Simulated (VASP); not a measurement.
A run of VASP 6.6.1 is set up as follows.

File INCAR:

```
ALGO     = Normal         # electronic algorithm
DIPOL    = 0.5 0.5 0.500
EDIFF    = 1E-6           # SCF threshold, eV
ENCUT    = 520            # plane-wave cutoff, eV
GGA      = PE             # functional
IDIPOL   = 3            
ISIF     = 2              # what is computed and relaxed
ISMEAR   = 0              # smearing method
LASPH    = True           # aspherical terms in the spheres
LCHARG   = False          # write CHGCAR
LDIPOL   = True         
LREAL    = False          # projectors in reciprocal space
LWAVE    = False          # write WAVECAR
NBANDS   = 21             # bands
NELM     = 80             # most SCF steps
PREC     = Accurate       # precision mode
SIGMA    = 0.1            # smearing width, eV
```

File KPOINTS:

```
k-points
0
Gamma
  6 6 1
```

The input POSCAR:

```
Mo
1.0
    4.3777440000      0.0000000000      0.0000000000
   -2.1888720000      3.7912370000      0.0000000000
    0.0000000000      0.0000000000     14.0000000000
Mo
2
Direct
    0.6666666700      0.3333333300      0.5000000000
    0.3333333300      0.6666666700      0.5000000000
```

Potentials or basis: VASP PAW PBE potentials, release 64 (Mo_sv).

Launch:

```console
$ cat potpaw_PBE.64/Mo_sv/POTCAR > POTCAR
$ mpirun -np 1 vasp_std > vasp.out
```

Question: Estimate the band gap on the k mesh.

Answer: Zero (filled and empty bands touch).
